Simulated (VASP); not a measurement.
Ca, 2 atoms in the cell. The structure is cubic, space group Fd-3m (No. 227). Conventional cell: a = 7.680 Å, b = 7.680 Å, c = 7.680 Å, α = 90.00°, β = 90.00°, γ = 90.00°. Ca (site symmetry -43m) has 4 Ca at 3.33 Å within 4.4 Å. 

* Program: VASP 6.6.1
* Task: relaxation of cell and atoms
* Functional: LDA
* Potentials or basis: VASP PAW LDA potentials, release 64 (Ca_sv)
* Cutoff: 600 eV
* k mesh: 4 × 4 × 4
* Occupations: fermi-dirac, width 0.1 eV
* Spin: no spin polarisation
* Dipole correction: no
* Further INCAR settings: ALGO = Normal; EDIFF = 1e-07; IBRION = 2; EDIFFG = -0.01; NSW = 80; ISIF = 3

Potentials or basis: VASP PAW LDA potentials, release 64 (Ca_sv).

Run with:

```console
$ cat potpaw_LDA.64/Ca_sv/POTCAR > POTCAR
$ mpirun -np 1 vasp_std > vasp.out
```

Hardware: 1 thread of Intel Xeon 6975P-C, with other jobs on the host.

Estimate the wall time of this run.

Wall time 78 s on 1 thread of Intel Xeon 6975P-C, with other jobs on the host, peak memory 0.25 GiB. Counts: scf iterations 42, k points 8, ion steps 3.
